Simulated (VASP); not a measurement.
Here is a VASP 6.6.1 calculation.

File INCAR:

```
ALGO = Normal
EDIFF = 1E-7
ENCUT = 520
GGA = PE
ISIF = 2
ISMEAR = 1
LASPH = True
LCHARG = False
LREAL = False
LWAVE = False
NBANDS = 34
NELM = 80
PREC = Accurate
SIGMA = 0.1
```

Contents of KPOINTS:

```
k-points
0
Gamma
  8 8 8
```

The input POSCAR:

```
Tc3Sn
1.0
    0.0000000000      3.1721900000      3.1721900000
    3.1721900000      0.0000000000      3.1721900000
    3.1721900000      3.1721900000      0.0000000000
Tc Sn
3 1
Direct
    0.2500000000      0.2500000000      0.2500000000
    0.7500000000      0.7500000000      0.7500000000
    0.5000000000      0.5000000000      0.5000000000
    0.0000000000      0.0000000000      0.0000000000
```

Potentials or basis: VASP PAW PBE potentials, release 64 (Tc_pv, Sn_d).

Run with:

```bash
$ cat potpaw_PBE.64/Tc_pv/POTCAR potpaw_PBE.64/Sn_d/POTCAR > POTCAR
$ mpirun -np 1 vasp_std > vasp.out
```

What does it give for the pressure?

-2.3 GPa.
